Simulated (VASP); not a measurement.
## ZnSnN: single point with PBE

Crystal: ZnSnN.

```
Zn Sn N
1.0
     4.44872    0.00000    0.00000
    -2.22436    3.85271    0.00000
     0.00000    0.00000    3.06354
Zn Sn N
1 1 1
Direct
  0.33333 0.66667 0.00000
  0.66667 0.33333 0.00000
  0.00000 0.00000 0.50000
```

The cell was built from a structure type or drawn by symmetry, and may not be a known phase.

```json
{
  "Program": "VASP 6.6.1",
  "Task": "single point",
  "Functional": "PBE",
  "Potentials or basis": "VASP PAW PBE potentials, release 64 (Zn, Sn_d, N)",
  "Cutoff": "520 eV",
  "k mesh": "6 × 6 × 6",
  "Occupations": "gaussian, width 0.1 eV",
  "Spin": "no spin polarisation"
}
```

- Pressure: 0.2 GPa
- Band gap on the k mesh: zero (an odd number of electrons rules out a gap without spin polarisation)

Levels at points of the mesh, in eV from the Fermi level:
```tsv
k point	band 12	band 13	band 14	band 15	band 16	band 17	band 18	band 19
(0.00, 0.00, 0.00)	-7.03	-1.91	-1.91	0.03	0.03	0.03	0.53	6.97
(0.50, 0.00, 0.00)	-6.95	-4.76	-3.55	0.28	0.60	2.32	3.67	7.36
(0.00, 0.00, 0.50)	-6.18	-2.59	-0.96	-0.96	-0.51	2.27	2.27	4.00
(0.50, 0.00, 0.50)	-5.32	-3.79	-3.73	-1.09	-0.08	0.19	0.63	2.70
```

It took 25 s on 1 thread of Intel(R) Xeon(R) Platinum 8259CL CPU @ 2.50GHz (Skylake/Cascade Lake), with other jobs on the host, peak memory 0.19 GiB.

Caveat: spin-orbit coupling is left out, which moves the levels of the heavy elements.
